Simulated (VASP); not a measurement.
Runs of VASP 6.6.1 on AlN. It takes space group F-43m (No. 216, cubic). The conventional cell has a = 4.370 Å, b = 4.370 Å, c = 4.370 Å, α = 90.00°, β = 90.00°, γ = 90.00°. Al (site symmetry -43m) has 4 N at 1.89 Å within 2.5 Å. Within 2.5 Å of N (site symmetry -43m) lie 4 Al at 1.89 Å. 

| level | grid for exact exchange (PRECFOCK) | share of exact exchange | screening parameter | gap on the mesh (eV) | pressure (GPa) |
| --- | --- | --- | --- | --- | --- |
| HSE06 | Normal | 0.25 | 0.2079 1/Å | 4.55 | (a) |
| PBE-based screened hybrid with 35 % exact exchange | Normal | 0.35 | 0.2078 1/Å | (c) | -2.8 |
| PBEsol | - | - | - | (b) | 1.1 |
| PBE-based screened hybrid with 50 % exact exchange | Normal | 0.5 | 0.5 1/Å | 4.68 | -3.7 |
| PBE-based screened hybrid with 15 % exact exchange | Normal | 0.15 | 0.1 1/Å | 4.26 | 1.1 |

Alike in all rows: task single point; potentials or basis VASP PAW PBE potentials, release 64 (Al, N); no spin polarisation; cell as given; k mesh 4 × 4 × 4; cutoff (eV) 520; smearing gaussian 0.01 eV.

Question: Fill in the values left out.

Answer: (a) -0.8; (b) 3.16; (c) 5.07.

Caveats: all runs use coarse meshes; the PAW data sets were made with another functional, which shifts forces and pressure a little.

A k mesh can miss the band edges.
